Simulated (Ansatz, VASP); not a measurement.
## AlP in VASP and in Ansatz

INCAR

```
PREC = Accurate
ENCUT = 500
EDIFF = 1E-7
ISMEAR = 0
SIGMA = 0.02
LREAL = F
LASPH = T
NELM = 120
ALGO = Normal
ISIF = 3
LWAVE = F
LCHARG = F
IBRION = 2
NSW = 100
EDIFFG = -0.002
GGA_COMPAT = F
NELMIN = 4
```

File KPOINTS:

```
Automatic mesh
0
Gamma
  8 8 8
```

Contents of POSCAR:

```
AlP
1.0
    0.0000000000      2.7350000000      2.7350000000
    2.7350000000      0.0000000000      2.7350000000
    2.7350000000      2.7350000000      0.0000000000
Al P
1 1
Direct
    0.0000000000      0.0000000000      0.0000000000
    0.2500000000      0.2500000000      0.2500000000
```

Input for Ansatz:

```yaml
crystal:
  lattice:
    - [0.0, 2.735, 2.735]
    - [2.735, 0.0, 2.735]
    - [2.735, 2.735, 0.0]
  atoms:
    - { symbol: Al, position: [0.0, 0.0, 0.0] }
    - { symbol: P, position: [0.25, 0.25, 0.25] }
basis:
  ecutwfc: 420
kpoints:
  mp_grid: { grid: [8, 8, 8] }
hamiltonian:
  xc: lda
  pseudopotentials: { kind: paw, azcp: { folder: soft_1 } }
scf:
  occupations: { method: gaussian, width: 0.02 }
output:
  forces: true
  stress: true
  eigenvalues: true
relax:
  adjacent_minimum: "off"
  f_tol: 0.002
  max_steps: 80
  cell: { stress_tol: 0.02 }
```

Alike in both runs: task relaxation of cell and atoms; functional LDA; k mesh 8 × 8 × 8; occupations gaussian, width 0.02 eV; no spin polarisation.

```csv
,VASP,Ansatz
version,VASP 6.6.1,Ansatz 0.2.0
potentials or method,"VASP PAW LDA potentials, release 64 (Al, P), cutoff 500 eV","scalar-relativistic, plane waves, PAW"
valence electrons in the cell,8,8
```

```csv
,VASP,Ansatz,Ansatz less VASP
"gap on the k mesh at the Fermi level, each at its own relaxed structure (eV)",1.42,1.42,+0.003
relaxed volume (Å³/atom),20.07,20.05,-0.014
relaxed cell length with the largest relative difference (Å),3.843,3.842,-0.0009
```

Ansatz warns that its potentials were made for another functional, while VASP's fit it. LDA's correlation is that of Perdew and Zunger in VASP and of Perdew and Wang (1992) in Ansatz.
